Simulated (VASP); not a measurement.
# PbO (P6_3/mmc) in VASP: relaxation of cell and atoms with LDA

Aim: the relaxation of cell and atoms of PbO with LDA.

Everything below comes from runs of VASP 6.6.1. Logs are shortened: lines on timing, memory, paths and dates and some standing lists are left out, and cuts for length are marked.

### 1 The cell of the first run

It takes space group P6_3/mmc (No. 194, hexagonal). Conventional cell: a = 3.611 Å, b = 3.611 Å, c = 6.508 Å, α = 90.00°, β = 90.00°, γ = 120.00°. Within 3.7 Å of Pb (site symmetry -3m) lie 6 O at 2.64 Å and 8 Pb at 3.25 to 3.61 Å. O (site symmetry -6m2) has 6 Pb at 2.64 Å and 6 O at 3.61 Å within 3.7 Å.

### 2 Relaxation of cell and atoms, LDA

INCAR reads:

```
ALGO     = Normal         # electronic algorithm
EDIFF    = 1E-7           # SCF threshold, eV
EDIFFG   = -0.005         # ionic threshold
ENCUT    = 600            # plane-wave cutoff, eV
GGA      = CA             # functional
IBRION   = 2              # ionic algorithm
ISIF     = 3              # what is computed and relaxed
ISMEAR   = -1             # smearing method
LASPH    = T              # aspherical terms in the spheres
LCHARG   = F              # write CHGCAR
LREAL    = F              # projectors in reciprocal space
LWAVE    = F              # write WAVECAR
NELM     = 80             # most SCF steps
NSW      = 80             # ionic steps
PREC     = Accurate       # precision mode
SIGMA    = 0.02           # smearing width, eV
```

KPOINTS reads:

```
k-points
0
Gamma
  12 12 4
```

POSCAR reads:

```
PbO
1.0
    3.6114630035      0.0000000000      0.0000000000
   -1.8057315017      3.1276187059      0.0000000000
    0.0000000000      0.0000000000      6.5078756503
Pb O
2 2
Direct
    0.0000000000      0.0000000000      0.0000000000
    0.0000000000      0.0000000000      0.5000000000
    0.3333333333      0.6666666667      0.2500000000
    0.6666666667      0.3333333333      0.7500000000
```

Potentials or basis: VASP PAW LDA potentials, release 64 (Pb_d, O).

Started as:

```sh
$ cat potpaw_LDA.64/Pb_d/POTCAR potpaw_LDA.64/O/POTCAR > POTCAR
$ mpirun -np 1 vasp_std > vasp.out
```

OUTCAR:

```text
EDIFF = 1E-7
   EDIFFG = -0.005
   ENCUT = 600
   GGA = CA
   IBRION = 2
   ISIF = 3
   ISMEAR = -1
   LASPH = T
   LREAL = F
   NELM = 80
   NSW = 80
   PREC = Accurate

 ion  position               nearest neighbor table
   1  0.000  0.000  0.000-   3 2.64   4 2.64   4 2.64   3 2.64   4 2.64   3 2.64   2 3.25   2 3.25

   2  0.000  0.000  0.500-   3 2.64   4 2.64   4 2.64   3 2.64   4 2.64   3 2.64   1 3.25   1 3.25

   3  0.333  0.667  0.250-   1 2.64   2 2.64   1 2.64   2 2.64   1 2.64   2 2.64
   4  0.667  0.333  0.750-   1 2.64   2 2.64   1 2.64   2 2.64   1 2.64   2 2.64

  LATTYP: Found a hexagonal cell.
 ALAT       =     3.6114630035
 C/A-ratio  =     1.8020053491

  Lattice vectors:

 A1 = (   3.6114630035,   0.0000000000,   0.0000000000)
 A2 = (  -1.8057315017,   3.1276187059,   0.0000000000)
 A3 = (   0.0000000000,   0.0000000000,   6.5078756503)

Analysis of symmetry for initial positions (statically):
=====================================================================
 Subroutine PRICEL returns:
 Original cell was already a primitive cell.

 Routine SETGRP: Setting up the symmetry group for a
 hexagonal supercell.

 Subroutine GETGRP returns: Found 24 space group operations
 (whereof 12 operations were pure point group operations)
 out of a pool of 24 trial point group operations.

The static configuration has the point symmetry D_3d.
 The point group associated with its full space group is D_6h.

Analysis of symmetry for dynamics (positions and initial velocities):
=====================================================================
 Subroutine PRICEL returns:
 Original cell was already a primitive cell.

 Routine SETGRP: Setting up the symmetry group for a
 hexagonal supercell.

 Subroutine GETGRP returns: Found 24 space group operations
 (whereof 12 operations were pure point group operations)
 out of a pool of 24 trial point group operations.

The dynamic configuration has the point symmetry D_3d.
 The point group associated with its full space group is D_6h.

 Subroutine INISYM returns: Found 24 space group operations
 (whereof 12 operations are pure point group operations),
 and found     1 'primitive' translations

----------------------------------------------------------------------------------------

                                     Primitive cell

  volume of cell :      73.5083

[... 100 lines left out ...]
   POTIM  = 0.5000    time-step for ionic-motion
   TEBEG  =    0.0;   TEEND  =   0.0 temperature during run
   PSTRESS=    0.0 pullay stress
   NELECT =      40.0000    total number of electrons
   NUPDOWN=      -1.0000    fix difference up-down
   EMIN   =  10.00;   EMAX   =-10.00  energy-range for DOS
   EFERMI =   0.00;   METHOD = LEGACY
   ISMEAR =    -1;   SIGMA  =   0.02  broadening in eV -4-tet -1-fermi 0-gaus
   EFERMI_NEDOS =   21; number of points for ismear=-14 and -15
   IALGO  =     38    algorithm
   IMIX   =      4    mixing-type and parameters
     AMIX     =   0.40;   BMIX     =  1.00
     AMIX_MAG =   1.60;   BMIX_MAG =  1.00
  volume/ion in A,a.u.               =      18.38       124.01
  Fermi-wavevector in a.u.,A,eV,Ry     =   1.336542  2.525699 24.304709  1.786346
  Thomas-Fermi vector in A             =   2.465161
   LORBIT       =      0    0 simple, 1 ext, 2 COOP (PROOUT), +10 PAW based schemes
   GGA     = CA    functional components
   LHFCALC =     F    Hartree Fock is set to
   AEXX    =    0.0000 exact exchange contribution
   IVDW    =     0    specifies the selected vdW correction
   LEPSILON=     F    determine dielectric tensor
   LRPA    =     F    only Hartree local field effects (RPA)
 conjugate gradient relaxation of ions
 non-spin polarized calculation
  energy-cutoff  :      600.00
  volume of cell :       73.51
 maximum number of plane-waves:      2474
 NGX is ok and might be reduce to    30
   NGX = 15   NGY = 15   NGZ = 25

--------------------------------------- Ionic step        1  -------------------------------------------

 number of electron      40.0000007 magnetization

 Free energy of the ion-electron system (eV)
  ---------------------------------------------------
  ext. energy  EPLUGINS =         0.00000000
  ---------------------------------------------------
  free energy    TOTEN  =       -23.19765869 eV

  energy without entropy =      -23.19728651  energy(sigma->0) =      -23.19747260

------------------------ aborting loop because EDIFF is reached ----------------------------------------

  FORCE on cell =-STRESS in cart. coord.  units (eV):
  Direction    XX          YY          ZZ          XY          YZ          ZX
  --------------------------------------------------------------------------------------
  -------------------------------------------------------------------------------------
  Total       -3.1059863     -3.1059863     -3.6142164     -0.0000000      0.0000000     -0.0000000
  in kB      -67.6976970    -67.6976970    -78.7750185     -0.0000000      0.0000000     -0.0000000
  external PRESSURE =     -71.3901375 kB  Pullay stress =       0.0000000 kB
[... 253 lines left out ...]
--------------------------------------- Ionic step        8  -------------------------------------------

 number of electron      40.0000002 magnetization

 Free energy of the ion-electron system (eV)
  ---------------------------------------------------
  ext. energy  EPLUGINS =         0.00000000
  ---------------------------------------------------
  free energy    TOTEN  =       -23.33366554 eV

  energy without entropy =      -23.33328629  energy(sigma->0) =      -23.33347592

 E-fermi :   7.1745     XC(G=0): -11.3226

 val. band max:        7.1735673857   @ k =   0.0833   0.0000   0.0000
 cond. band min:       7.2696350555   @ k =   0.4167  -0.0000   0.0000
 fundamental gap:      0.0960676697
 Fermi energy:         7.1745129143

 k-point     1 :       0.0000    0.0000    0.0000
  band No.  band energies     occupation
      1     -10.9543      2.00000
      2     -10.2043      2.00000
      3      -9.9251      2.00000
      4      -9.6610      2.00000
      5      -9.6610      2.00000
      6      -9.6117      2.00000
[... 637 lines left out ...]
     23      10.5960      0.00000
     24      12.6371      0.00000

 [... further k-points ...]

------------------------ aborting loop because EDIFF is reached ----------------------------------------

  FORCE on cell =-STRESS in cart. coord.  units (eV):
  Direction    XX          YY          ZZ          XY          YZ          ZX
  --------------------------------------------------------------------------------------
  -------------------------------------------------------------------------------------
  Total        0.0007386      0.0007386     -0.0088105      0.0000000      0.0000000      0.0000000
  in kB        0.0174629      0.0174629     -0.2082994      0.0000000      0.0000000      0.0000000
  external PRESSURE =      -0.0577912 kB  Pullay stress =       0.0000000 kB
[... 19 lines left out ...]
  FREE ENERGIE OF THE ION-ELECTRON SYSTEM (eV)
  ---------------------------------------------------
  free  energy   TOTEN  =       -23.3336655446 eV

  energy  without entropy=      -23.3332862911  energy(sigma->0) =      -23.33347592

 reached required accuracy - stopping structural energy minimisation
```

CONTCAR:

```text
PbO
   1.00000000000000
     3.5030183309211353   -0.0000000000017168    0.0000000000000000
    -1.7515091654135555    3.0337028645387747   -0.0000000000000000
    -0.0000000000000000    0.0000000000000000    6.3768455884214976
  Pb              O
     2     2
Direct
     0.0000000000000000    0.0000000000000000    0.0000000000000000
     0.0000000000000000    0.0000000000000000    0.5000000000000000
     0.3333333332999970    0.6666666667000030    0.2500000000000000
     0.6666666667000030    0.3333333332999970    0.7500000000000000

  0.00000000E+00  0.00000000E+00  0.00000000E+00
  0.00000000E+00  0.00000000E+00  0.00000000E+00
  0.00000000E+00  0.00000000E+00  0.00000000E+00
  0.00000000E+00  0.00000000E+00  0.00000000E+00
```

Wall time 19 min (1 thread of Intel Xeon 8259CL, shared host); peak memory 0.27 GiB.

What came out:

| Quantity | Value |
| --- | --- |
| Free energy | -23.3337 eV |
| Relaxed volume | 16.94 Å³/atom |
| Relaxed cell | a = 3.503 Å, b = 3.503 Å, c = 6.377 Å, α = 90.00°, β = 90.00°, γ = 120.00° |
| Space group after relaxing (to 0.1 Å) | P6_3/mmc (No. 194) |
| Energy gained by relaxing | 34.0 meV/atom |
| Ionic steps | 8 |
| Pressure after relaxing | 0.0 GPa |
| Band gap on the k mesh | zero (bands 20 and 21 overlap by 0.42 eV) |

Step by step:
| step | energy change (eV) | largest force (eV/Å) | pressure (GPa) | volume (Å³) |
| --- | --- | --- | --- | --- |
| 1 | 0.0000 | 0.0000 | -7.14 | 73.51 |
| 2 | -0.0888 | 0.0000 | 5.09 | 65.14 |
| 3 | -0.1331 | 0.0000 | -0.07 | 67.99 |
| 4 | -0.1330 | 0.0000 | 0.10 | 67.89 |
| 5 | -0.1352 | 0.0000 | 0.14 | 67.77 |
| 6 | -0.1359 | 0.0000 | 0.18 | 67.65 |
| 7 | -0.1360 | 0.0000 | -0.16 | 67.87 |
| 8 | -0.1360 | 0.0000 | -0.01 | 67.77 |

Final structure:
```
Pb O
1.0
     3.50302    0.00000    0.00000
    -1.75151    3.03370    0.00000
     0.00000    0.00000    6.37685
Pb O
2 2
Direct
  0.00000 0.00000 0.00000
  0.00000 0.00000 0.50000
  0.33333 0.66667 0.25000
  0.66667 0.33333 0.75000
```

Caveat: semilocal functionals underestimate gaps, and a narrow one can read as zero; spin-orbit coupling is left out, which moves the levels of the heavy elements.

The gap in the log of VASP goes by the Fermi energy; the results here count the filled bands.